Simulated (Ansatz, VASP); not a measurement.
**Two plane-wave programs on Pt**

```
Pt
1.0
     0.00000    1.92604    2.04873
     1.92604    0.00000    2.04873
     1.92604    1.92604    0.00000
Pt
1
Direct
  0.00000 0.00000 0.00000
```

Alike in both runs: task single point; functional LDA; k mesh 22 × 22 × 22; occupations gaussian, width 0.15 eV; no spin polarisation.

|  | VASP | Ansatz |
| --- | --- | --- |
| version | VASP 6.6.1 | Ansatz 0.2.0 |
| potentials or method | VASP PAW LDA potentials, release 64 (Pt), cutoff 520 eV | scalar-relativistic, plane waves, PAW |
| valence electrons in the cell | 10 | 18 |

Ansatz gave:

| Quantity | Value |
| --- | --- |
| gap on the k mesh at the Fermi level (eV) | none |
| pressure (GPa) | -7.8 |
| traceless stress, the component that is largest in VASP (GPa) | -4.88 |

Task: Estimate VASP's values.

Result: gap on the k mesh at the Fermi level (eV): none; pressure (GPa): -7.1; traceless stress, the component that is largest in VASP (GPa): -4.89.

LDA's correlation is that of Perdew and Zunger in VASP and of Perdew and Wang (1992) in Ansatz. A gap of «none» marks a metal or a gap that the smearing closes. VASP's potentials hold 10 valence electrons a cell and Ansatz's 18, so a difference there can come from the potentials and not from the codes.

Spin-orbit coupling is off throughout.
